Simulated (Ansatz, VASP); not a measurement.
GaP in VASP and in Ansatz

```xyz
4
Lattice="1.9430 1.1218 6.4308 -1.9430 1.1218 6.4308 0.0000 -2.2436 6.4308" Properties=species:S:1:pos:R:3 pbc="T T T"
Ga    0.0000    0.0000    8.3993
Ga    0.0000    0.0000   10.8931
P     0.0000    0.0000    1.1072
P     0.0000    0.0000   18.1852
```

Alike in both runs: task single point; functional LDA; k mesh 4 × 4 × 4; no spin polarisation.

```csv
,VASP,Ansatz
version,VASP 6.6.1,Ansatz 0.2.0
potentials or method,"VASP PAW LDA potentials, release 64 (Ga_d, P), cutoff 500 eV","plane waves, PAW"
occupations,"gaussian, width 0.01 eV",fixed
valence electrons in the cell,36,36
```

Ansatz gave:

| Quantity | Value |
| --- | --- |
| gap on the k mesh at the Fermi level (eV) | 0.69 |

Question: Estimate VASP's values.

Answer: gap on the k mesh at the Fermi level (eV): 0.71.

LDA's correlation is that of Perdew and Zunger in VASP and of Perdew and Wang (1992) in Ansatz.

The k mesh is coarse, so the values compare programs but aren't converged.
